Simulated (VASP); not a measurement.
# AgBr (Fm-3m) in VASP: further runs, part 2 of 2

VASP 6.6.1. Earlier steps stand in the parts before.

## Step 5: Single point, PBE-based screened hybrid

POSCAR reads:

```
AgBr
1.0
    0.0000000000      2.8927333264      2.8927333264
    2.8927333264      0.0000000000      2.8927333264
    2.8927333264      2.8927333264      0.0000000000
Ag Br
1 1
Direct
    0.0000000000      0.0000000000      0.0000000000
    0.5000000000      0.5000000000      0.5000000000
```

INCAR.step1 reads:

```
PREC = Accurate
ENCUT = 400
EDIFF = 1E-5
ISMEAR = 0
SIGMA = 0.01
LREAL = False
LASPH = True
NELM = 120
ALGO = Normal
ISIF = 2
LWAVE = True
GGA = PE
NBANDS = 16
GGA_COMPAT = False
```

INCAR.step2 reads:

```
PREC = Accurate
ENCUT = 400
EDIFF = 1E-6
ISMEAR = 0
SIGMA = 0.01
LREAL = False
LASPH = True
NELM = 120
ALGO = Normal
ISIF = 2
LWAVE = False
LCHARG = True
GGA = PE
LHFCALC = True
AEXX = 0.4
HFSCREEN = 0.5
PRECFOCK = Normal
LELF = True
LVHAR = True
ISTART = 1
NBANDS = 16
GGA_COMPAT = False
```

KPOINTS reads:

```
regular mesh
0
Gamma
  4 4 4
```

Potentials or basis: VASP PAW PBE potentials, release 64 (Ag, Br).

On the command line:

```sh
cat potpaw_PBE.64/Ag/POTCAR potpaw_PBE.64/Br/POTCAR > POTCAR
cp INCAR.step1 INCAR
mpirun -np 1 vasp_std > vasp.out
cp INCAR.step2 INCAR
mpirun -np 1 vasp_std > vasp.out
```

OUTCAR:

```text
PREC = Accurate
   ENCUT = 400
   EDIFF = 1E-6
   ISMEAR = 0
   LREAL = False
   LASPH = True
   NELM = 120
   ISIF = 2
   GGA = PE
   LHFCALC = True
   AEXX = 0.4
   HFSCREEN = 0.5
   PRECFOCK = Normal
   ISTART = 1

 ion  position               nearest neighbor table
   1  0.000  0.000  0.000-   2 2.89   2 2.89   2 2.89   2 2.89   2 2.89   2 2.89
   2  0.500  0.500  0.500-   1 2.89   1 2.89   1 2.89   1 2.89   1 2.89   1 2.89

  LATTYP: Found a face centered cubic cell.
 ALAT       =     5.7854666528

  Lattice vectors:

 A1 = (   0.0000000000,   2.8927333264,   2.8927333264)
 A2 = (   2.8927333264,   0.0000000000,   2.8927333264)
 A3 = (   2.8927333264,   2.8927333264,   0.0000000000)

Analysis of symmetry for initial positions (statically):
=====================================================================
 Subroutine PRICEL returns:
 Original cell was already a primitive cell.

 Routine SETGRP: Setting up the symmetry group for a
 face centered cubic supercell.

 Subroutine GETGRP returns: Found 48 space group operations
 (whereof 48 operations were pure point group operations)
[... 153 lines left out ...]

  energy without entropy =       -5.96786857  energy(sigma->0) =       -5.96786857

 E-fermi :   2.5039     XC(G=0):  -7.6848

 val. band max:        2.3969745977   @ k =   0.5000   0.0000   0.0000
 cond. band min:       4.3778805484   @ k =   0.0000   0.0000   0.0000
 fundamental gap:      1.9809059507
 Fermi energy:         2.5038718961

 k-point     1 :       0.0000    0.0000    0.0000
  band No.  band energies     occupation
      1     -13.7129      2.00000
      2      -0.9626      2.00000
      3      -0.9626      2.00000
      4      -0.9091      2.00000
      5      -0.9091      2.00000
      6      -0.9091      2.00000
[... 129 lines left out ...]
      3      -1.5300      2.00000
      4      -1.5300      2.00000
      5      -0.5581      2.00000
      6      -0.5458      2.00000
[... 8 lines left out ...]
     15      16.7333      0.00000
     16      18.7359      0.00000

------------------------ aborting loop because EDIFF is reached ----------------------------------------

  FORCE on cell =-STRESS in cart. coord.  units (eV):
  Direction    XX          YY          ZZ          XY          YZ          ZX
  --------------------------------------------------------------------------------------
  -------------------------------------------------------------------------------------
  Total        0.2986713      0.2986713      0.2986713      0.0000000     -0.0000000      0.0000000
  in kB        9.8843686      9.8843686      9.8843686      0.0000000     -0.0000000      0.0000000
  external PRESSURE =       9.8843686 kB  Pullay stress =       0.0000000 kB

 VOLUME and BASIS-vectors are now :
 -----------------------------------------------------------------------------
  energy-cutoff  :      400.00
  volume of cell :       48.41
      direct lattice vectors                 reciprocal lattice vectors
     0.000000000  2.892733326  2.892733326    -0.172846904  0.172846904  0.172846904
     2.892733326  0.000000000  2.892733326     0.172846904 -0.172846904  0.172846904
     2.892733326  2.892733326  0.000000000     0.172846904  0.172846904 -0.172846904

 POSITION                                       TOTAL-FORCE (eV/Angst)
 -----------------------------------------------------------------------------------
      0.00000      0.00000      0.00000        -0.000000     -0.000000     -0.000000
      2.89273      2.89273      2.89273         0.000000      0.000000      0.000000
 -----------------------------------------------------------------------------------
    total drift:                               -0.000001     -0.000003     -0.000003

  FREE ENERGIE OF THE ION-ELECTRON SYSTEM (eV)
  ---------------------------------------------------
  free  energy   TOTEN  =        -5.9678685701 eV

  energy  without entropy=       -5.9678685701  energy(sigma->0) =       -5.96786857
```

OUTCAR.step1:

```text
PREC = Accurate
   ENCUT = 400
   EDIFF = 1E-5
   ISMEAR = 0
   LREAL = False
[... 356 lines left out ...]
      0.00000      0.00000      0.00000         0.000000      0.000000     -0.000000
      2.89273      2.89273      2.89273         0.000000     -0.000000      0.000000
 -----------------------------------------------------------------------------------
    total drift:                                0.000000      0.000000      0.000000

  FREE ENERGIE OF THE ION-ELECTRON SYSTEM (eV)
  ---------------------------------------------------
  free  energy   TOTEN  =        -4.9721003423 eV

  energy  without entropy=       -4.9721003423  energy(sigma->0) =       -4.97210034
```

OSZICAR.step1:

```text
N       E                     dE             d eps       ncg     rms          rms(c)
DAV:   1     0.809941869084E+02    0.80994E+02   -0.71028E+03   264   0.796E+02
DAV:   2    -0.252284379572E+01   -0.83517E+02   -0.78265E+02   320   0.187E+02
DAV:   3    -0.508275184383E+01   -0.25599E+01   -0.25564E+01   336   0.347E+01
DAV:   4    -0.509492500029E+01   -0.12173E-01   -0.12173E-01   296   0.264E+00
DAV:   5    -0.509503002822E+01   -0.10503E-03   -0.10503E-03   336   0.235E-01    0.548E+00
DAV:   6    -0.497704400669E+01    0.11799E+00   -0.18469E-01   304   0.582E+00    0.364E+00
DAV:   7    -0.497191275345E+01    0.51313E-02   -0.58764E-02   288   0.160E+00    0.150E+00
DAV:   8    -0.497202184214E+01   -0.10909E-03   -0.43281E-03   296   0.631E-01    0.260E-01
DAV:   9    -0.497207012073E+01   -0.48279E-04   -0.50791E-04   304   0.233E-01    0.351E-02
DAV:  10    -0.497209411243E+01   -0.23992E-04   -0.40270E-05   312   0.847E-02    0.203E-02
DAV:  11    -0.497210034232E+01   -0.62299E-05   -0.13894E-05   280   0.297E-02
   1 F= -.49721003E+01 E0= -.49721003E+01  d E =-.188902E-37
```

Wall time 6.7 min (1 thread of Intel Xeon Platinum 8259CL at 2.50GHz (Skylake/Cascade Lake), shared host); peak memory 0.27 GiB.

Results:

* Free energy: -5.9679 eV
* Pressure: 1.0 GPa
* Band gap on the k mesh: 1.98 eV, indirect (least direct gap 3.64 eV)

Caveat: the k points lie up to 0.47 Å⁻¹ apart; the PAW data sets were made with another functional, which shifts forces and pressure a little.

## Step 6: Overview

| level | screening parameter | share of exact exchange | gap on the mesh (eV) | pressure (GPa) |
| --- | --- | --- | --- | --- |
| HSE06 | 0.2079 1/Å | - | 2.02 | 0.8 |
| PBE-based screened hybrid | 0.2078 1/Å | 0.35 | 2.58 | 0.7 |
| PBE-based screened hybrid | 0.5 1/Å | 0.4 | 1.98 | 1.0 |

Alike in all rows: task single point; potentials or basis VASP PAW PBE potentials, release 64 (Ag, Br); no spin polarisation; cell as given; k mesh 4 × 4 × 4; cutoff (eV) 400; smearing gaussian 0.01 eV.

Caveats: all runs use coarse meshes; the PAW data sets were made with another functional, which shifts forces and pressure a little.

Total energies depend on the potentials used, so only differences within one code and one set of settings carry meaning.
